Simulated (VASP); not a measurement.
A run of VASP 6.6.1 is set up as follows.

File INCAR:

```
SYSTEM = BaTiO3
ALGO = Normal
EDIFF = 1E-7
ENCUT = 520
GGA = PE
ISIF = 2
ISMEAR = 0
IVDW = 12
LASPH = .True.
LCHARG = .True.
LELF = .True.
LREAL = .False.
LVHAR = .True.
LWAVE = .False.
NBANDS = 28
NELM = 80
PREC = Accurate
SIGMA = 0.01
```

The input KPOINTS:

```
k-points
0
Gamma
  6 6 6
  0 0 0
```

POSCAR

```
BaTiO3
1.0
    3.9998000000      0.0000000000      0.0000000000
    0.0000000000      3.9998000000      0.0000000000
    0.0000000000      0.0000000000      4.0180000000
Ba Ti O
1 1 3
Direct
    0.0000000000      0.0000000000      0.0000000000
    0.5000000000      0.5000000000      0.4900000000
    0.5000000000      0.5000000000      0.0190000000
    0.5000000000      0.0000000000      0.5170000000
    0.0000000000      0.5000000000      0.5170000000
```

Potentials or basis: VASP PAW PBE potentials, release 64 (Ba_sv, Ti_sv, O).

The run is started by

```console
$ cat potpaw_PBE.64/Ba_sv/POTCAR potpaw_PBE.64/Ti_sv/POTCAR potpaw_PBE.64/O/POTCAR > POTCAR
$ mpirun -np 1 vasp_std > vasp.out
```

Question: Estimate the largest force.

Answer: 0.276 eV/Å.

Question: What does it give for the dispersion energy per atom?

Answer: -0.264 eV.

Stress tensor (GPa, compression positive):
```
0.53 0.00 0.00
0.00 0.53 0.00
0.00 0.00 1.47
```
